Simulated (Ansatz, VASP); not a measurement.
# KF in VASP and in Ansatz

The input INCAR:

```
PREC = Accurate ; ENCUT = 600
EDIFF = 1E-6 ; ISMEAR = 0
SIGMA = 0.02 ; LREAL = False
LASPH = True ; NELM = 100
ALGO = Normal ; ISIF = 3
LWAVE = False ; LCHARG = False
GGA = PE ; IBRION = 2
NSW = 100 ; EDIFFG = -0.005
```

File KPOINTS:

```
regular mesh
0
Gamma
  9 9 4
```

File POSCAR:

```
KF
1.0
    3.7785670000      0.0000000000      0.0000000000
   -1.8892830000      3.2723350000      0.0000000000
    0.0000000000      0.0000000000      9.2555600000
K F
3 3
Direct
    0.0000000000      0.0000000000      0.0000000000
    0.3333333300      0.6666666700      0.3333333300
    0.6666666700      0.3333333300      0.6666666700
    0.6666666700      0.3333333300      0.1666666700
    0.0000000000      0.0000000000      0.5000000000
    0.3333333300      0.6666666700      0.8333333300
```

Input for Ansatz:

```yaml
crystal:
  lattice:
    - [3.778567, 0.0, 0.0]
    - [-1.889283, 3.272335, 0.0]
    - [0.0, 0.0, 9.25556]
  atoms:
    - { symbol: K, position: [0.0, 0.0, 0.0] }
    - { symbol: F, position: [0.66666667, 0.33333333, 0.16666667] }
    - { symbol: K, position: [0.33333333, 0.66666667, 0.33333333] }
    - { symbol: F, position: [0.0, 0.0, 0.5] }
    - { symbol: K, position: [0.66666667, 0.33333333, 0.66666667] }
    - { symbol: F, position: [0.33333333, 0.66666667, 0.83333333] }
basis:
  ecutwfc: 420
kpoints:
  mp_grid: { grid: [9, 9, 4] }
hamiltonian:
  xc: pbe
scf:
  occupations: { method: gaussian, width: 0.02 }
output:
  forces: true
  stress: true
  eigenvalues: true
relax:
  adjacent_minimum: "off"
  f_tol: 0.005
  max_steps: 80
  cell: { stress_tol: 0.05 }
```

Alike in both runs: task relaxation of cell and atoms; functional PBE; k mesh 9 × 9 × 4; occupations gaussian, width 0.02 eV; no spin polarisation.

|  | VASP | Ansatz |
| --- | --- | --- |
| version | VASP 6.6.1 | Ansatz 0.2.0 |
| potentials or method | VASP PAW PBE potentials, release 64 (K_sv, F), cutoff 600 eV | scalar-relativistic, plane waves, PAW |
| valence electrons in the cell | 48 | 48 |

|  | VASP | Ansatz | Ansatz less VASP |
| --- | --- | --- | --- |
| gap on the k mesh at the Fermi level, each at its own relaxed structure (eV) | 5.95 | 5.97 | +0.012 |
| relaxed volume (Å³/atom) | 19.89 | 19.89 | +0.004 |
| relaxed cell length with the largest relative difference (Å) | 3.832 | 3.832 | +0.0003 |
